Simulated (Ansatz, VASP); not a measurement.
**One calculation of Ga3Ir2, two programs**

File INCAR:

```
SYSTEM = Ga3Ir2
  PREC = Accurate
  ENCUT = 520
  EDIFF = 1E-7
  ISMEAR = 0
  SIGMA = 0.1
  LREAL = .False.
  LASPH = .True.
  NELM = 100
  ALGO = Fast
  ISIF = 2
  LWAVE = .False.
  LCHARG = .False.
  GGA = PE
  NBANDS = 36
```

File KPOINTS:

```
regular mesh
0
Gamma
  4 4 4
  0 0 0
```

Contents of POSCAR:

```
Ga3Ir2
1.0
    4.5920715500      0.0000000000      0.0000000000
    0.0000000000      4.5920715500      0.0000000000
    0.0000000000      0.0000000000      4.5920715500
Ga Ir
3 2
Direct
    0.0000000000      0.5000000000      0.5000000000
    0.5000000000      0.0000000000      0.5000000000
    0.5000000000      0.5000000000      0.0000000000
    0.5000000000      0.5000000000      0.5000000000
    0.0000000000      0.0000000000      0.0000000000
```

Input for Ansatz:

```yaml
crystal:
  lattice:
    - [4.59207155, 0.0, 0.0]
    - [0.0, 4.59207155, 0.0]
    - [0.0, 0.0, 4.59207155]
  atoms:
    - { symbol: Ga, position: [0.0, 0.5, 0.5] }
    - { symbol: Ga, position: [0.5, 0.0, 0.5] }
    - { symbol: Ga, position: [0.5, 0.5, 0.0] }
    - { symbol: Ir, position: [0.5, 0.5, 0.5] }
    - { symbol: Ir, position: [0.0, 0.0, 0.0] }
basis:
  ecutwfc: 420
kpoints:
  mp_grid: { grid: [4, 4, 4] }
hamiltonian:
  xc: pbe
scf:
  occupations: { method: gaussian, width: 0.1 }
  lower_state_search: "off"
output:
  forces: true
  stress: true
  eigenvalues: true
```

Alike in both runs: task single point; functional PBE; k mesh 4 × 4 × 4; occupations gaussian, width 0.1 eV; no spin polarisation.

|  | VASP | Ansatz |
| --- | --- | --- |
| version | VASP 6.6.1 | Ansatz 0.2.0 |
| potentials or method | VASP PAW PBE potentials, release 64 (Ga_d, Ir), cutoff 520 eV | scalar-relativistic, plane waves, PAW |
| valence electrons in the cell | 57 | 73 |

```csv
,VASP,Ansatz,Ansatz less VASP
gap on the k mesh at the Fermi level (eV),none,none,-
pressure (GPa),6.9,6.6,-0.27
```

A gap of «none» marks a metal or a gap that the smearing closes. VASP's potentials hold 57 valence electrons a cell and Ansatz's 73, so a difference there can come from the potentials and not from the codes.

Neither program's run includes spin-orbit coupling.
